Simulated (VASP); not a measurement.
SrTiO3, 5 atoms in the cell. It takes space group Pm-3m (No. 221, cubic). Conventional cell: a = 3.772 Å, b = 3.772 Å, c = 3.772 Å, α = 90.00°, β = 90.00°, γ = 90.00°. Within 3.5 Å of Sr (site symmetry m-3m) lie 12 O at 2.67 Å and 8 Ti at 3.27 Å. Ti (site symmetry m-3m) has 6 O at 1.89 Å within 2.5 Å. Within 2.5 Å of O (site symmetry 4/mmm) lie 2 Ti at 1.89 Å. 

* Program: VASP 6.6.1
* Task: single point
* Functional: PBE
* Potentials or basis: VASP PAW PBE potentials, release 64 (Sr_sv, Ti_sv, O)
* Cutoff: 520 eV
* k mesh: 6 × 6 × 6
* Occupations: gaussian, width 0.05 eV
* Spin: no spin polarisation
* Dipole correction: no
* Further INCAR settings: ALGO = Normal; EDIFF = 1e-07; NBANDS = 28

Potentials or basis: VASP PAW PBE potentials, release 64 (Sr_sv, Ti_sv, O).

Command:

```bash
$ cat potpaw_PBE.64/Sr_sv/POTCAR potpaw_PBE.64/Ti_sv/POTCAR potpaw_PBE.64/O/POTCAR > POTCAR
$ mpirun -np 1 vasp_std > vasp.out
```

Hardware: 1 thread of Intel Xeon 8259CL (shared host).

Problem. How long does it take, and how much memory?

Solution. Wall time 61 s on 1 thread of Intel Xeon 8259CL, with other jobs on the host, peak memory 0.18 GiB. Counts: scf iterations 17, k points 20.
